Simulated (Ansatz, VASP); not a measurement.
## HfO2 in VASP and in Ansatz

File INCAR:

```
PREC = Accurate ; ENCUT = 520
EDIFF = 1E-6 ; ISMEAR = -1
SIGMA = 0.05 ; LREAL = F
LASPH = T ; NELM = 150
ALGO = Normal ; ISIF = 2
LWAVE = F ; LCHARG = F
LNONCOLLINEAR = T ; MAGMOM = 0 0 0 0 0 0 0 0 0
LORBIT = 11 ; LSORBIT = T
GGA_COMPAT = F ; LORBMOM = T
LMAXMIX = 4 ; GGA = PS
NBANDS = 35
```

File KPOINTS:

```
Automatic mesh
0
Gamma
  9 9 9
```

The input POSCAR:

```
HfO2
1.0
    0.0000000000      2.6076597933      2.6076597933
    2.6076597933      0.0000000000      2.6076597933
    2.6076597933      2.6076597933      0.0000000000
Hf O
1 2
Direct
    0.0000000000      0.0000000000      0.0000000000
    0.7500000000      0.7500000000      0.7500000000
    0.2500000000      0.2500000000      0.2500000000
```

The input input.yaml:

```yaml
crystal:
  lattice:
    - [0.0, 2.6076597933, 2.6076597933]
    - [2.6076597933, 0.0, 2.6076597933]
    - [2.6076597933, 2.6076597933, 0.0]
  atoms:
    - { symbol: Hf, position: [0.0, 0.0, 0.0] }
    - { symbol: O, position: [0.75, 0.75, 0.75] }
    - { symbol: O, position: [0.25, 0.25, 0.25] }
hamiltonian:
  xc: pbesol
  pseudopotentials: { kind: paw_fr }
magnetization:
  noncollinear: true
  spin_orbit: true
kpoints:
  mp_grid: { grid: [9, 9, 9] }
scf:
  occupations: { method: fermi_dirac, width: 0.05 }
output:
  forces: true
  stress: true
  eigenvalues: true
```

Alike in both runs: task single point; functional PBEsol; k mesh 9 × 9 × 9; occupations fermi-dirac, width 0.05 eV; non-collinear spin, spin-orbit coupling.

|  | VASP | Ansatz |
| --- | --- | --- |
| version | VASP 6.6.1 | Ansatz 0.2.0 |
| potentials or method | VASP PAW PBE potentials, release 64 (Hf_pv, O) | Ansatz PAW |
| plane-wave cutoff (eV) | 520 | 420 |
| valence electrons in the cell | 22 | 38 |

```csv
,VASP,Ansatz,Ansatz less VASP
pressure (GPa),-24.3,-21.7,+2.60
net moment per atom (μB),0.00,0.00,0.000
```

VASP's potentials were made for PBE, not for PBEsol. The functional is the same, so the differences come from potentials, cutoffs and numerics. VASP's potentials hold 22 valence electrons a cell and Ansatz's 38, so a difference there can come from the potentials and not from the codes.

Noted on Ansatz's run: odd divisions of the mesh miss points on the zone boundary, where band edges often lie, so the gap on the mesh can be too wide.
